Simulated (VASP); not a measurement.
Runs of VASP 6.6.1 on WSe2. The structure is that of space group P-6m2 (No. 187), or close to it. The cells are those of the table. 

| cell | gap on the mesh (eV) | largest force (eV/Å) |
| --- | --- | --- |
| a = 3.319, b = 3.319, c = 16.911 Å, angles 90.0, 90.0, 120.0°, 3 atoms | 1.58 | (a) |
| a = 3.368, b = 3.368, c = 16.661 Å, angles 90.0, 90.0, 120.0°, 3 atoms | 1.39 | 0.55 |
| a = 3.319, b = 3.319, c = 17.161 Å, angles 90.0, 90.0, 120.0°, 3 atoms | 1.53 | (b) |
| a = 3.368, b = 3.368, c = 17.161 Å, angles 90.0, 90.0, 120.0°, 3 atoms | (c) | 1.31 |
| a = 3.368, b = 3.368, c = 16.911 Å, angles 90.0, 90.0, 120.0°, 3 atoms | 1.44 | 0.95 |

Alike in all rows: task single point; level PBEsol; potentials or basis VASP PAW PBE potentials, release 64 (W_sv, Se); no spin polarisation; k mesh 12 × 12 × 2; cutoff (eV) 520; smearing gaussian 0.05 eV.

Task: Estimate the missing entries.

Result: (a) 0.68; (b) 1.06; (c) 1.48.

Caveats: the PAW data sets were made with another functional, which shifts forces and pressure a little; spin-orbit coupling is left out, which moves the levels of the heavy elements.

A k mesh can miss the band edges, and the runs leave out spin-orbit coupling on Se, W.
